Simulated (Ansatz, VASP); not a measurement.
**InSe: VASP beside Ansatz**

The input INCAR:

```
PREC = Accurate
ENCUT = 520
EDIFF = 1E-7
ISMEAR = -1
SIGMA = 0.05
LREAL = False
LASPH = True
NELM = 60
ALGO = Normal
ISIF = 2
LWAVE = False
LCHARG = False
GGA = CA
NBANDS = 48
```

The input KPOINTS:

```
Automatic mesh
0
Gamma
  8 8 2
```

POSCAR

```
InSe
1.0
    4.0473293151      0.0000000000      0.0000000000
   -2.0236646576      3.5050900044      0.0000000000
    0.0000000000      0.0000000000     18.0520649100
In Se
4 4
Direct
    0.3333333333      0.6666666667      0.0773904900
    0.3333333333      0.6666666667      0.9226095100
    0.0000000000      0.0000000000      0.4226063200
    0.0000000000      0.0000000000      0.5773936800
    0.3333333333      0.6666666667      0.3529842800
    0.3333333333      0.6666666667      0.6470157200
    0.6666666667      0.3333333333      0.1469999300
    0.6666666667      0.3333333333      0.8530000700
```

File input.yaml:

```yaml
crystal:
  lattice:
    - [4.0473293151, 0.0, 0.0]
    - [-2.0236646576, 3.5050900044, 0.0]
    - [0.0, 0.0, 18.05206491]
  atoms:
    - { symbol: In, position: [0.3333333333, 0.6666666667, 0.07739049] }
    - { symbol: In, position: [0.3333333333, 0.6666666667, 0.92260951] }
    - { symbol: In, position: [0.0, 0.0, 0.42260632] }
    - { symbol: In, position: [0.0, 0.0, 0.57739368] }
    - { symbol: Se, position: [0.3333333333, 0.6666666667, 0.35298428] }
    - { symbol: Se, position: [0.3333333333, 0.6666666667, 0.64701572] }
    - { symbol: Se, position: [0.6666666667, 0.3333333333, 0.14699993] }
    - { symbol: Se, position: [0.6666666667, 0.3333333333, 0.85300007] }
hamiltonian:
  xc: lda
  pseudopotentials: { kind: paw }
kpoints:
  mp_grid: { grid: [8, 8, 2] }
  band_path:
    path:
      - [[0.0, 0.0, 0.0], [0.5, 0.0, 0.0], [0.3333333333, 0.3333333333, 0.0], [0.0, 0.0, 0.0], [0.0, 0.0, 0.5], [0.5, 0.0, 0.5], [0.3333333333, 0.3333333333, 0.5], [0.0, 0.0, 0.5]]
      - [[0.5, 0.0, 0.5], [0.5, 0.0, 0.0]]
      - [[0.3333333333, 0.3333333333, 0.0], [0.3333333333, 0.3333333333, 0.5]]
    npoints: 10
scf:
  occupations: { method: fermi_dirac, width: 0.05 }
  n_extra_bands: 20
output:
  forces: true
  stress: true
  eigenvalues: true
  fatbands: true
```

Alike in both runs: functional LDA; k mesh 8 × 8 × 2; occupations fermi-dirac, width 0.05 eV; no spin polarisation.

```csv
,VASP,Ansatz
version,VASP 6.6.1,Ansatz 0.2.0
potentials or method,"VASP PAW LDA potentials, release 64 (In_d, Se)",Ansatz PAW
plane-wave cutoff (eV),520,420
valence electrons in the cell,76,116
task,single point,band structure
```

Ansatz gave:

```
gap on the k mesh at the Fermi level (eV)                     : 0.50
least direct gap on the mesh (eV)                             : 0.50
pressure (GPa)                                                : -2.3
traceless stress, the component that is largest in VASP (GPa) : 0.14
rms of the force components (eV/Å)                            : 0.063
```

Q: Estimate VASP's values.

A: gap on the k mesh at the Fermi level (eV): 0.51; least direct gap on the mesh (eV): 0.51; pressure (GPa): -2.2; traceless stress, the component that is largest in VASP (GPa): 0.15; rms of the force components (eV/Å): 0.053.

LDA's correlation is that of Perdew and Zunger in VASP and of Perdew and Wang (1992) in Ansatz. Atom by atom the forces differ by 0.012 eV/Å (rms over components). VASP's potentials hold 76 valence electrons a cell and Ansatz's 116, so a difference there can come from the potentials and not from the codes.
